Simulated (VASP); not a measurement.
# CaSe (R-3m) in VASP: single point with r2SCAN

Aim: the single point of CaSe with r2SCAN.

Everything below comes from runs of VASP 6.6.1. Logs are shortened: lines on timing, memory, paths and dates and some standing lists are left out, and cuts for length are marked.

## 1. The cell of the first run

It takes space group R-3m (No. 166, trigonal). Conventional cell: a = 4.197 Å, b = 4.197 Å, c = 10.873 Å, α = 90.00°, β = 90.00°, γ = 120.00°. Within 4.0 Å of Ca (site symmetry -3m) lie 6 Se at 3.03 Å. Se (site symmetry -3m) has 6 Ca at 3.03 Å within 4.0 Å.

## 2. Single point, r2SCAN (strain along [111] +5.8%)

Contents of POSCAR:

```
CaSe
1.0
    0.1141511840      3.0816862956      3.0816862956
    3.0816862956      0.1141511840      3.0816862956
    3.0816862956      3.0816862956      0.1141511840
Ca Se
1 1
Direct
    0.0000000000      0.0000000000      0.0000000000
    0.5000000000      0.5000000000      0.5000000000
```

Contents of INCAR.step1:

```
SYSTEM = CaSe
ALGO = Normal
EDIFF = 1E-4
ENCUT = 520
GGA = PE
ISMEAR = 0
LASPH = .TRUE.
LCHARG = .FALSE.
LREAL = .FALSE.
LWAVE = .TRUE.
NBANDS = 15
NELM = 80
PREC = Accurate
SIGMA = 0.01
```

Contents of INCAR.step2:

```
SYSTEM = CaSe
ALGO = Normal
EDIFF = 1E-6
ENCUT = 520
ISIF = 2
ISMEAR = 0
ISTART = 1
LASPH = .TRUE.
LCHARG = .FALSE.
LMIXTAU = .TRUE.
LREAL = .FALSE.
LWAVE = .FALSE.
METAGGA = R2SCAN
NBANDS = 15
NELM = 80
PREC = Accurate
SIGMA = 0.01
```

Contents of KPOINTS:

```
k-points
0
G
  8 8 8
  0 0 0
```

Potentials or basis: VASP PAW PBE potentials, release 64 (Ca_sv, Se).

On the command line:

```console
$ cat potpaw_PBE.64/Ca_sv/POTCAR potpaw_PBE.64/Se/POTCAR > POTCAR
$ cp INCAR.step1 INCAR
$ mpirun -np 1 vasp_std > vasp.out
$ cp INCAR.step2 INCAR
$ mpirun -np 1 vasp_std > vasp.out
```

OUTCAR:

```text
SYSTEM = CaSe
   EDIFF = 1E-6
   ENCUT = 520
   ISIF = 2
   ISMEAR = 0
   ISTART = 1
   LASPH = .TRUE.
   LREAL = .FALSE.
   METAGGA = R2SCAN
   NELM = 80
   PREC = Accurate

 ion  position               nearest neighbor table
   1  0.000  0.000  0.000-
   2  0.500  0.500  0.500-

  LATTYP: Found a trigonal (rhomboedric) cell.
 ALAT       =     4.3596572505
 COS(alpha) =     0.5366736090

  Lattice vectors:

 A1 = (   0.1141511840,   3.0816862956,   3.0816862956)
 A2 = (   3.0816862956,   0.1141511840,   3.0816862956)
 A3 = (   3.0816862956,   3.0816862956,   0.1141511840)

Analysis of symmetry for initial positions (statically):
=====================================================================
 Subroutine PRICEL returns:
 Original cell was already a primitive cell.

 Routine SETGRP: Setting up the symmetry group for a
 trigonal (rhombohedral) supercell.

 Subroutine GETGRP returns: Found 12 space group operations
 (whereof 12 operations were pure point group operations)
 out of a pool of 12 trial point group operations.

The static configuration has the point symmetry D_3d.

Analysis of symmetry for dynamics (positions and initial velocities):
=====================================================================
 Subroutine PRICEL returns:
 Original cell was already a primitive cell.

 Routine SETGRP: Setting up the symmetry group for a
 trigonal (rhombohedral) supercell.

 Subroutine GETGRP returns: Found 12 space group operations
 (whereof 12 operations were pure point group operations)
 out of a pool of 12 trial point group operations.

The dynamic configuration has the point symmetry D_3d.

 Subroutine INISYM returns: Found 12 space group operations
 (whereof 12 operations are pure point group operations),
 and found     1 'primitive' translations

----------------------------------------------------------------------------------------

                                     Primitive cell

  volume of cell :      55.2815

  direct lattice vectors                    reciprocal lattice vectors
     0.114151184  3.081686296  3.081686296    -0.171553844  0.165426162  0.165426162
     3.081686296  0.114151184  3.081686296     0.165426162 -0.171553844  0.165426162
     3.081686296  3.081686296  0.114151184     0.165426162  0.165426162 -0.171553844

  length of vectors
     4.359657250  4.359657250  4.359657250     0.290107483  0.290107483  0.290107483

  position of ions in fractional coordinates (direct lattice)
     0.000000000  0.000000000  0.000000000
     0.500000000  0.500000000  0.500000000

  ion indices of the primitive-cell ions
   primitive index   ion index
                 1           1
                 2           2

----------------------------------------------------------------------------------------

 KPOINTS: k-points

Automatic generation of k-mesh.
 Grid dimensions read from file:
 generate k-points for:    8    8    8

 Generating k-lattice:

  Cartesian coordinates                     Fractional coordinates (reciprocal lattice)
    -0.021444230  0.020678270  0.020678270     0.125000000  0.000000000 -0.000000000
     0.020678270 -0.021444230  0.020678270     0.000000000  0.125000000 -0.000000000
     0.020678270  0.020678270 -0.021444230     0.000000000  0.000000000  0.125000000

  Length of vectors
     0.036263435  0.036263435  0.036263435

  Shift w.r.t. Gamma in fractional coordinates (k-lattice)
     0.000000000  0.000000000  0.000000000

 Subroutine IBZKPT returns following result:
 ===========================================

 Found     65 irreducible k-points:

 Following reciprocal coordinates:
            Coordinates               Weight
  0.000000  0.000000  0.000000      1.000000
  0.125000 -0.000000 -0.000000      6.000000
  0.250000 -0.000000 -0.000000      6.000000
  0.375000  0.000000  0.000000      6.000000
  0.500000 -0.000000 -0.000000      3.000000
  0.125000  0.125000  0.000000      6.000000
[... 16 lines left out ...]
  0.250000  0.125000  0.125000      6.000000
  0.375000  0.125000  0.125000      6.000000
 [... further k-points ...]
   k-points           NKPTS =     65   k-points in BZ     NKDIM =     65   number of bands    NBANDS=     15
   number of dos      NEDOS =    301   number of ions     NIONS =      2
   total plane-waves  NPLWV =  32768
   dimension x,y,z NGX =    32 NGY =   32 NGZ =   32
   dimension x,y,z NGXF=    64 NGYF=   64 NGZF=   64
   ions per type =               1   1
   NGX,Y,Z   is equivalent  to a cutoff of  12.20, 12.20, 12.20 a.u.
   NGXF,Y,Z  is equivalent  to a cutoff of  24.40, 24.40, 24.40 a.u.
 SYSTEM =  CaSe
   PREC   = accura    normal or accurate (medium, high low for compatibility)
   ISTART =      1    job   : 0-new  1-cont  2-samecut
   ICHARG =      0    charge: 1-file 2-atom 10-const
   ISPIN  =      1    spin polarized calculation?
   LNONCOLLINEAR =      F non collinear calculations
   LSORBIT =      F    spin-orbit coupling
   LASPH  =      T    aspherical Exc in radial PAW
   ENCUT  =  520.0 eV  38.22 Ry    6.18 a.u.   8.11  8.11  8.11*2*pi/ulx,y,z
   NELM   =     80;   NELMIN=  2; NELMDL=  0     # of ELM steps
   EDIFF  = 0.1E-05   stopping-criterion for ELM
   LREAL  =      F    real-space projection
   EDIFFG = 0.1E-04   stopping-criterion for IOM
   NSW    =      0    number of steps for IOM
   IBRION =     -1    ionic relax: 0-MD 1-quasi-New 2-CG
   NFREE  =      0    steps in history (QN), initial steepest desc. (CG)
   ISIF   =      2    stress and relaxation
   ISYM   =      2    0-nonsym 1-usesym 2-fastsym
   POTIM  = 0.5000    time-step for ionic-motion
   TEBEG  =    0.0;   TEEND  =   0.0 temperature during run
   PSTRESS=    0.0 pullay stress
   NELECT =      16.0000    total number of electrons
   NUPDOWN=      -1.0000    fix difference up-down
   EMIN   =  10.00;   EMAX   =-10.00  energy-range for DOS
   EFERMI =   0.00;   METHOD = LEGACY
   ISMEAR =     0;   SIGMA  =   0.01  broadening in eV -4-tet -1-fermi 0-gaus
   EFERMI_NEDOS =   21; number of points for ismear=-14 and -15
   IALGO  =     38    algorithm
   IMIX   =      4    mixing-type and parameters
     AMIX     =   0.40;   BMIX     =  1.00
     AMIX_MAG =   1.60;   BMIX_MAG =  1.00
  volume/ion in A,a.u.               =      27.64       186.53
  Fermi-wavevector in a.u.,A,eV,Ry     =   1.082899  2.046383 15.955160  1.172671
  Thomas-Fermi vector in A             =   2.218952
   LORBIT       =      0    0 simple, 1 ext, 2 COOP (PROOUT), +10 PAW based schemes
   METAGGA = R2SCAN    functional components
   LHFCALC =     F    Hartree Fock is set to
   AEXX    =    0.0000 exact exchange contribution
   IVDW    =     0    specifies the selected vdW correction
   LEPSILON=     F    determine dielectric tensor
   LRPA    =     F    only Hartree local field effects (RPA)
 non-spin polarized calculation
 Gauss-broadening in eV      SIGMA  =   0.01
  energy-cutoff  :      520.00
  volume of cell :       55.28
 maximum number of plane-waves:      1504
   NGX = 17   NGY = 17   NGZ = 17

 number of electron      15.9999997 magnetization

 Free energy of the ion-electron system (eV)
  ---------------------------------------------------
  ext. energy  EPLUGINS =         0.00000000
  ---------------------------------------------------
  free energy    TOTEN  =       -25.93605663 eV

  energy without entropy =      -25.93605663  energy(sigma->0) =      -25.93605663

 E-fermi :   1.9474     XC(G=0):  -9.2884

 val. band max:        1.8687815967   @ k =   0.0000   0.0000   0.0000
 cond. band min:       4.3756513184   @ k =   0.5000   0.5000   0.0000
 fundamental gap:      2.5068697217
 Fermi energy:         1.9473626601

 k-point     1 :       0.0000    0.0000    0.0000
  band No.  band energies     occupation
      1     -39.7778      2.00000
      2     -19.8813      2.00000
      3     -19.8813      2.00000
      4     -19.8640      2.00000
      5     -10.2180      2.00000
      6       1.5338      2.00000
      7       1.8688      2.00000
      8       1.8688      2.00000
      9       5.3216      0.00000
     10       5.9259      0.00000
     11       6.0907      0.00000
     12       6.0907      0.00000
     13       6.5440      0.00000
     14       6.5440      0.00000
     15      12.1136      0.00000

 k-point     2 :       0.1250   -0.0000   -0.0000
  band No.  band energies     occupation
      1     -39.7771      2.00000
      2     -19.8938      2.00000
      3     -19.8826      2.00000
      4     -19.8650      2.00000
      5     -10.1341      2.00000
      6       1.1211      2.00000
      7       1.3874      2.00000
      8       1.6585      2.00000
      9       5.6334      0.00000
     10       6.1194      0.00000
     11       6.2767      0.00000
     12       6.5875      0.00000
     13       6.9076      0.00000
     14       6.9314      0.00000
     15      12.1692      0.00000

 k-point     3 :       0.2500   -0.0000   -0.0000
  band No.  band energies     occupation
      1     -39.7753      2.00000
      2     -19.9247      2.00000
      3     -19.8857      2.00000
      4     -19.8666      2.00000
      5      -9.9216      2.00000
      6      -0.0269      2.00000
      7       0.9616      2.00000
      8       1.2397      2.00000
      9       5.9068      0.00000
     10       6.5030      0.00000
     11       6.7723      0.00000
     12       7.7273      0.00000
     13       7.8534      0.00000
     14       7.9831      0.00000
     15      11.5812      0.00000
[... 343 lines left out ...]
 k-point    23 :       0.2500    0.1250    0.1250
  band No.  band energies     occupation
      1     -39.7763      2.00000
      2     -19.8991      2.00000
      3     -19.8820      2.00000
      4     -19.8781      2.00000
      5     -10.0270      2.00000
      6       0.3270      2.00000
      7       1.3043      2.00000
      8       1.3950      2.00000
      9       6.0475      0.00000
     10       6.3937      0.00000
     11       6.4927      0.00000
     12       6.7564      0.00000
     13       7.5800      0.00000
     14       7.7047      0.00000
     15      11.9068      0.00000

 k-point    24 :       0.3750    0.1250    0.1250
  band No.  band energies     occupation
      1     -39.7745      2.00000
      2     -19.9295      2.00000
      3     -19.8852      2.00000
      4     -19.8790      2.00000
      5      -9.8211      2.00000
      6      -0.4051      2.00000
      7       0.7364      2.00000
      8       1.0399      2.00000
      9       6.1566      0.00000
     10       6.8434      0.00000
     11       7.2615      0.00000
     12       7.4133      0.00000
     13       8.3910      0.00000
     14       8.7854      0.00000
     15      11.4152      0.00000

 [... further k-points ...]

------------------------ aborting loop because EDIFF is reached ----------------------------------------

  FORCE on cell =-STRESS in cart. coord.  units (eV):
  Direction    XX          YY          ZZ          XY          YZ          ZX
  --------------------------------------------------------------------------------------
  -------------------------------------------------------------------------------------
  Total       -0.8412699     -0.8412699     -0.8412699     -0.4019143     -0.4019143     -0.4019143
  in kB      -24.3818043    -24.3818043    -24.3818043    -11.6483371    -11.6483371    -11.6483371
  external PRESSURE =     -24.3818043 kB  Pullay stress =       0.0000000 kB

 VOLUME and BASIS-vectors are now :
 -----------------------------------------------------------------------------
  energy-cutoff  :      520.00
  volume of cell :       55.28
      direct lattice vectors                 reciprocal lattice vectors
     0.114151184  3.081686296  3.081686296    -0.171553844  0.165426162  0.165426162
     3.081686296  0.114151184  3.081686296     0.165426162 -0.171553844  0.165426162
     3.081686296  3.081686296  0.114151184     0.165426162  0.165426162 -0.171553844

 POSITION                                       TOTAL-FORCE (eV/Angst)
 -----------------------------------------------------------------------------------
      0.00000      0.00000      0.00000        -0.000000      0.000000     -0.000000
      3.13876      3.13876      3.13876         0.000000     -0.000000      0.000000
 -----------------------------------------------------------------------------------
    total drift:                                0.000000     -0.000000     -0.000000

  FREE ENERGIE OF THE ION-ELECTRON SYSTEM (eV)
  ---------------------------------------------------
  free  energy   TOTEN  =       -25.9360566293 eV

  energy  without entropy=      -25.9360566293  energy(sigma->0) =      -25.93605663
```

Wall time 2 min (1 thread of Intel Xeon Platinum 8259CL at 2.50GHz (Skylake/Cascade Lake), shared host); peak memory 0.22 GiB.

Results:

```
Free energy            : -25.9361 eV
Pressure               : -2.4 GPa
Band gap on the k mesh : 2.51 eV (least direct gap 3.36 eV)
```

Stress tensor (GPa, compression positive):
```
-2.44 -1.16 -1.16
-1.16 -2.44 -1.16
-1.16 -1.16 -2.44
```

Caveat: the cell differs from its parent crystal (strain along [111] +5.8%); the PAW data sets were made with another functional, which shifts forces and pressure a little.
